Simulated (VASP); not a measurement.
# C (P6_3/mmc) in VASP: notebook

The runs below take C through single point, with PBE.

The COD entry that gives the cell may itself be a prediction, so a difference from it is no test against experiment.

All numbers are computed with VASP 6.6.1; they aren't measurements. Logs are shortened: lines on timing, memory, paths and dates and some standing lists are left out, and cuts for length are marked.

### 1 The cell of the first run

It takes space group P6_3/mmc (No. 194, hexagonal). Conventional cell: a = 2.644 Å, b = 2.644 Å, c = 8.720 Å, α = 90.00°, β = 90.00°, γ = 120.00°. C (site symmetry 3m) has 4 C at 1.62 Å within 2.2 Å. Within 2.2 Å of C (site symmetry 3m) lie 4 C at 1.62 to 1.65 Å.

### 2 Single point, PBE (strain +0.050 along x and y, +0.050 along z)

Contents of INCAR:

```
PREC     = Accurate       # precision mode
ENCUT    = 520            # plane-wave cutoff, eV
EDIFF    = 1E-6           # SCF threshold, eV
ISMEAR   = 0              # smearing method
SIGMA    = 0.05           # smearing width, eV
LREAL    = False          # projectors in reciprocal space
LASPH    = True           # aspherical terms in the spheres
NELM     = 60             # most SCF steps
ALGO     = Normal         # electronic algorithm
ISIF     = 2              # what is computed and relaxed
LWAVE    = False          # write WAVECAR
LCHARG   = False          # write CHGCAR
GGA      = PE             # functional
NBANDS   = 26             # bands
```

Contents of KPOINTS:

```
Automatic mesh
0
Gamma
  12 12 4
```

Contents of POSCAR:

```
C
1.0
    2.6439194161      0.0000000000      0.0000000000
   -1.3219597080      2.2897013799      0.0000000000
    0.0000000000      0.0000000000      8.7198175910
C
8
Direct
    0.0000000000      0.0000000000      0.0929681641
    0.0000000000      0.0000000000      0.5929681641
    0.0000000000      0.0000000000      0.4070318359
    0.0000000000      0.0000000000      0.9070318359
    0.3333333333      0.6666666667      0.1555285626
    0.6666666667      0.3333333333      0.6555285626
    0.3333333333      0.6666666667      0.3444714374
    0.6666666667      0.3333333333      0.8444714374
```

Potentials or basis: VASP PAW PBE potentials, release 64 (C).

Run with:

```
$ cat potpaw_PBE.64/C/POTCAR > POTCAR
$ mpirun -np 1 vasp_std > vasp.out
```

OUTCAR:

```text
PREC = Accurate
   ENCUT = 520
   EDIFF = 1E-6
   ISMEAR = 0
   LREAL = False
   LASPH = True
   NELM = 60
   ISIF = 2
   GGA = PE

 ion  position               nearest neighbor table
   1  0.000  0.000  0.093-   5 1.62   5 1.62   5 1.62   4 1.62
   2  0.000  0.000  0.593-   6 1.62   6 1.62   6 1.62   3 1.62
   3  0.000  0.000  0.407-   7 1.62   7 1.62   7 1.62   2 1.62
   4  0.000  0.000  0.907-   8 1.62   8 1.62   8 1.62   1 1.62
   5  0.333  0.667  0.156-   1 1.62   1 1.62   1 1.62   7 1.65
   6  0.667  0.333  0.656-   2 1.62   2 1.62   2 1.62   8 1.65
   7  0.333  0.667  0.344-   3 1.62   3 1.62   3 1.62   5 1.65
   8  0.667  0.333  0.844-   4 1.62   4 1.62   4 1.62   6 1.65

  LATTYP: Found a hexagonal cell.
 ALAT       =     2.6439194161
 C/A-ratio  =     3.2980648116

  Lattice vectors:

 A1 = (   2.6439194161,   0.0000000000,   0.0000000000)
 A2 = (  -1.3219597080,   2.2897013799,   0.0000000000)
 A3 = (   0.0000000000,   0.0000000000,   8.7198175910)

Analysis of symmetry for initial positions (statically):
=====================================================================
 Subroutine PRICEL returns:
 Original cell was already a primitive cell.

 Routine SETGRP: Setting up the symmetry group for a
 hexagonal supercell.

 Subroutine GETGRP returns: Found 24 space group operations
 (whereof 12 operations were pure point group operations)
 out of a pool of 24 trial point group operations.

The static configuration has the point symmetry D_3d.
 The point group associated with its full space group is D_6h.

Analysis of symmetry for dynamics (positions and initial velocities):
=====================================================================
 Subroutine PRICEL returns:
 Original cell was already a primitive cell.

 Routine SETGRP: Setting up the symmetry group for a
 hexagonal supercell.

 Subroutine GETGRP returns: Found 24 space group operations
 (whereof 12 operations were pure point group operations)
 out of a pool of 24 trial point group operations.

The dynamic configuration has the point symmetry D_3d.
 The point group associated with its full space group is D_6h.

 Subroutine INISYM returns: Found 24 space group operations
 (whereof 12 operations are pure point group operations),
 and found     1 'primitive' translations

----------------------------------------------------------------------------------------

                                     Primitive cell

  volume of cell :      52.7879

  direct lattice vectors                    reciprocal lattice vectors
     2.643919416  0.000000000  0.000000000     0.378226354  0.218369087  0.000000000
    -1.321959708  2.289701380  0.000000000     0.000000000  0.436738174  0.000000000
     0.000000000  0.000000000  8.719817591     0.000000000  0.000000000  0.114681298

  length of vectors
     2.643919416  2.643919416  8.719817591     0.436738174  0.436738174  0.114681298

  position of ions in fractional coordinates (direct lattice)
     0.000000000  0.000000000  0.092968164
     0.000000000  0.000000000  0.592968164
     0.000000000  0.000000000  0.407031836
     0.000000000  0.000000000  0.907031836
     0.333333333  0.666666667  0.155528563
     0.666666667  0.333333333  0.655528563
     0.333333333  0.666666667  0.344471437
     0.666666667  0.333333333  0.844471437

  ion indices of the primitive-cell ions
   primitive index   ion index
                 1           1
                 2           2
                 3           3
                 4           4
                 5           5
                 6           6
                 7           7
                 8           8

----------------------------------------------------------------------------------------

 KPOINTS: Automatic mesh

Automatic generation of k-mesh.
 Grid dimensions read from file:
 generate k-points for:   12   12    4

 Generating k-lattice:

  Cartesian coordinates                     Fractional coordinates (reciprocal lattice)
     0.031518863  0.018197424  0.000000000     0.083333333 -0.000000000  0.000000000
     0.000000000  0.036394848  0.000000000     0.000000000  0.083333333  0.000000000
     0.000000000  0.000000000  0.028670325     0.000000000  0.000000000  0.250000000

  Length of vectors
     0.036394848  0.036394848  0.028670325

  Shift w.r.t. Gamma in fractional coordinates (k-lattice)
     0.000000000  0.000000000  0.000000000

 Subroutine IBZKPT returns following result:
 ===========================================

 Found     57 irreducible k-points:

 Following reciprocal coordinates:
            Coordinates               Weight
  0.000000  0.000000  0.000000      1.000000
  0.083333 -0.000000  0.000000      6.000000
  0.166667  0.000000  0.000000      6.000000
  0.250000 -0.000000  0.000000      6.000000
  0.333333  0.000000  0.000000      6.000000
  0.416667 -0.000000  0.000000      6.000000
[... 16 lines left out ...]
  0.250000 -0.000000  0.250000     12.000000
  0.333333  0.000000  0.250000     12.000000
 [... further k-points ...]
   k-points           NKPTS =     57   k-points in BZ     NKDIM =     57   number of bands    NBANDS=     26
   number of dos      NEDOS =    301   number of ions     NIONS =      8
   total plane-waves  NPLWV =  28000
   dimension x,y,z NGX =    20 NGY =   20 NGZ =   70
   dimension x,y,z NGXF=    40 NGYF=   40 NGZF=  140
   ions per type =               8
   NGX,Y,Z   is equivalent  to a cutoff of  12.58, 12.58, 13.35 a.u.
   NGXF,Y,Z  is equivalent  to a cutoff of  25.15, 25.15, 26.69 a.u.
 SYSTEM =  unknown system
   PREC   = accura    normal or accurate (medium, high low for compatibility)
   ISTART =      0    job   : 0-new  1-cont  2-samecut
   ICHARG =      2    charge: 1-file 2-atom 10-const
   ISPIN  =      1    spin polarized calculation?
   LNONCOLLINEAR =      F non collinear calculations
   LSORBIT =      F    spin-orbit coupling
   LASPH  =      T    aspherical Exc in radial PAW
   ENCUT  =  520.0 eV  38.22 Ry    6.18 a.u.   4.92  4.92 16.21*2*pi/ulx,y,z
   NELM   =     60;   NELMIN=  2; NELMDL= -5     # of ELM steps
   EDIFF  = 0.1E-05   stopping-criterion for ELM
   LREAL  =      F    real-space projection
   EDIFFG = 0.1E-04   stopping-criterion for IOM
   NSW    =      0    number of steps for IOM
   IBRION =     -1    ionic relax: 0-MD 1-quasi-New 2-CG
   NFREE  =      0    steps in history (QN), initial steepest desc. (CG)
   ISIF   =      2    stress and relaxation
   ISYM   =      2    0-nonsym 1-usesym 2-fastsym
   POTIM  = 0.5000    time-step for ionic-motion
   TEBEG  =    0.0;   TEEND  =   0.0 temperature during run
   PSTRESS=    0.0 pullay stress
   NELECT =      32.0000    total number of electrons
   NUPDOWN=      -1.0000    fix difference up-down
   EMIN   =  10.00;   EMAX   =-10.00  energy-range for DOS
   EFERMI =   0.00;   METHOD = LEGACY
   ISMEAR =     0;   SIGMA  =   0.05  broadening in eV -4-tet -1-fermi 0-gaus
   EFERMI_NEDOS =   21; number of points for ismear=-14 and -15
   IALGO  =     38    algorithm
   IMIX   =      4    mixing-type and parameters
     AMIX     =   0.40;   BMIX     =  1.00
     AMIX_MAG =   1.60;   BMIX_MAG =  1.00
  volume/ion in A,a.u.               =       6.60        44.53
  Fermi-wavevector in a.u.,A,eV,Ry     =   1.385522  2.618256 26.118702  1.919670
  Thomas-Fermi vector in A             =   2.509924
   LORBIT       =      0    0 simple, 1 ext, 2 COOP (PROOUT), +10 PAW based schemes
   GGA     = PE    functional components
   LHFCALC =     F    Hartree Fock is set to
   AEXX    =    0.0000 exact exchange contribution
   IVDW    =     0    specifies the selected vdW correction
   LEPSILON=     F    determine dielectric tensor
   LRPA    =     F    only Hartree local field effects (RPA)
 non-spin polarized calculation
 Gauss-broadening in eV      SIGMA  =   0.05
  energy-cutoff  :      520.00
  volume of cell :       52.79
 maximum number of plane-waves:      1473
 NGX is ok and might be reduce to    20
   NGX =  9   NGY =  9   NGZ = 33

 number of electron      32.0000003 magnetization

 Free energy of the ion-electron system (eV)
  ---------------------------------------------------
  ext. energy  EPLUGINS =         0.00000000
  ---------------------------------------------------
  free energy    TOTEN  =       -71.48293595 eV

  energy without entropy =      -71.48293595  energy(sigma->0) =      -71.48293595

 E-fermi :   8.0511     XC(G=0): -12.5021

 val. band max:        7.7621894532   @ k =   0.0000   0.0000   0.0000
 cond. band min:      11.9236347111   @ k =   0.4167  -0.0000   0.0000
 fundamental gap:      4.1614452579
 Fermi energy:         8.0511365012

 k-point     1 :       0.0000    0.0000    0.0000
  band No.  band energies     occupation
      1     -11.9019      2.00000
      2     -10.4330      2.00000
      3     -10.3350      2.00000
      4      -7.0344      2.00000
      5      -4.1491      2.00000
      6       1.6169      2.00000
[... 18 lines left out ...]
     25      14.9548      0.00000
     26      14.9548      0.00000

 k-point     2 :       0.0833   -0.0000    0.0000
  band No.  band energies     occupation
      1     -11.7474      2.00000
      2     -10.2811      2.00000
      3     -10.1838      2.00000
      4      -6.8937      2.00000
      5      -4.0161      2.00000
      6       1.6822      2.00000
[... 18 lines left out ...]
     25      15.2693      0.00000
     26      15.2999      0.00000

 k-point     3 :       0.1667    0.0000    0.0000
  band No.  band energies     occupation
      1     -11.2863      2.00000
      2      -9.8279      2.00000
      3      -9.7332      2.00000
      4      -6.4738      2.00000
      5      -3.6350      2.00000
      6       1.7759      2.00000
[... 18 lines left out ...]
     25      16.2160      0.00000
     26      16.4230      0.00000

 k-point     4 :       0.2500   -0.0000    0.0000
  band No.  band energies     occupation
      1     -10.5261      2.00000
      2      -9.0820      2.00000
      3      -8.9933      2.00000
      4      -5.7841      2.00000
      5      -3.0990      2.00000
      6       0.4539      2.00000
[... 18 lines left out ...]
     25      17.3092      0.00000
     26      17.3322      0.00000

 k-point     5 :       0.3333    0.0000    0.0000
  band No.  band energies     occupation
      1      -9.4861      2.00000
      2      -8.0659      2.00000
      3      -7.9943      2.00000
      4      -4.8556      2.00000
      5      -2.9579      2.00000
      6      -1.3198      2.00000
[... 18 lines left out ...]
     25      17.9593      0.00000
     26      18.3020      0.00000

 k-point     6 :       0.4167   -0.0000    0.0000
  band No.  band energies     occupation
      1      -8.2234      2.00000
      2      -6.8706      2.00000
      3      -6.8549      2.00000
      4      -4.1500      2.00000
      5      -3.9244      2.00000
      6      -2.9082      2.00000
[... 427 lines left out ...]
 k-point    21 :       0.0833   -0.0000    0.2500
  band No.  band energies     occupation
      1     -11.6516      2.00000
      2     -10.8908      2.00000
      3      -9.4055      2.00000
      4      -7.4500      2.00000
      5      -3.3010      2.00000
      6      -0.1104      2.00000
[... 18 lines left out ...]
     25      15.4015      0.00000
     26      15.6866      0.00000

 k-point    22 :       0.1667    0.0000    0.2500
  band No.  band energies     occupation
      1     -11.1909      2.00000
      2     -10.4345      2.00000
      3      -8.9596      2.00000
      4      -7.0229      2.00000
      5      -2.9369      2.00000
      6       0.1347      2.00000
[... 18 lines left out ...]
     25      16.5523      0.00000
     26      16.9054      0.00000

 k-point    23 :       0.2500   -0.0000    0.2500
  band No.  band energies     occupation
      1     -10.4318      2.00000
      2      -9.6834      2.00000
      3      -8.2283      2.00000
      4      -6.3241      2.00000
      5      -2.4447      2.00000
      6       0.0790      2.00000
[... 18 lines left out ...]
     25      16.9146      0.00000
     26      18.1467      0.00000

 k-point    24 :       0.3333    0.0000    0.2500
  band No.  band energies     occupation
      1      -9.3935      2.00000
      2      -8.6602      2.00000
      3      -7.2431      2.00000
      4      -5.3954      2.00000
      5      -2.5322      2.00000
      6      -1.4534      2.00000
[... 18 lines left out ...]
     25      17.1964      0.00000
     26      18.3885      0.00000

 [... further k-points ...]
[... 5 lines left out ...]
  --------------------------------------------------------------------------------------
  -------------------------------------------------------------------------------------
  Total      -15.7668660    -15.7668660    -15.8598564     -0.0000000      0.0000000     -0.0000000
  in kB     -478.5435866   -478.5435866   -481.3659571     -0.0000000      0.0000000     -0.0000000
  external PRESSURE =    -479.4843768 kB  Pullay stress =       0.0000000 kB

 VOLUME and BASIS-vectors are now :
 -----------------------------------------------------------------------------
  energy-cutoff  :      520.00
  volume of cell :       52.79
      direct lattice vectors                 reciprocal lattice vectors
     2.643919416  0.000000000  0.000000000     0.378226354  0.218369087  0.000000000
    -1.321959708  2.289701380  0.000000000     0.000000000  0.436738174  0.000000000
     0.000000000  0.000000000  8.719817591     0.000000000  0.000000000  0.114681298

 POSITION                                       TOTAL-FORCE (eV/Angst)
 -----------------------------------------------------------------------------------
      0.00000      0.00000      0.81067         0.000000     -0.000000      0.042163
      0.00000      0.00000      5.17057        -0.000000      0.000000      0.042163
      0.00000      0.00000      3.54924         0.000000      0.000000     -0.042163
      0.00000      0.00000      7.90915        -0.000000      0.000000     -0.042163
     -0.00000      1.52647      1.35618         0.000000      0.000000     -0.104537
      1.32196      0.76323      5.71609        -0.000000      0.000000     -0.104537
     -0.00000      1.52647      3.00373         0.000000      0.000000      0.104537
      1.32196      0.76323      7.36364        -0.000000      0.000000      0.104537
 -----------------------------------------------------------------------------------
    total drift:                                0.000000     -0.000000      0.000000

  FREE ENERGIE OF THE ION-ELECTRON SYSTEM (eV)
  ---------------------------------------------------
  free  energy   TOTEN  =       -71.4829359453 eV

  energy  without entropy=      -71.4829359453  energy(sigma->0) =      -71.48293595
```

It took 40 s on 1 thread of Intel Xeon 6975P-C (Granite Rapids), shared host; peak memory 0.19 GiB.

Results:

```yaml
Free_energy: -71.4829 eV
Pressure: -47.9 GPa
Largest_force: 0.105 eV/Å
Band_gap_on_the_k_mesh: 4.16 eV, indirect (least direct gap 4.96 eV)
```

Forces on the atoms (eV/Å):
```
C    0.000  0.000  0.042
C    0.000  0.000  0.042
C    0.000  0.000 -0.042
C    0.000  0.000 -0.042
C    0.000  0.000 -0.105
C    0.000  0.000 -0.105
C    0.000  0.000  0.105
C    0.000  0.000  0.105
```

Stress tensor (GPa, compression positive):
```
-47.85   0.00   0.00
  0.00 -47.85   0.00
  0.00   0.00 -48.14
```

Caveat: the cell differs from its parent crystal (strain +0.050 along x and y, +0.050 along z).

(Part 1 of 2 ends here.)
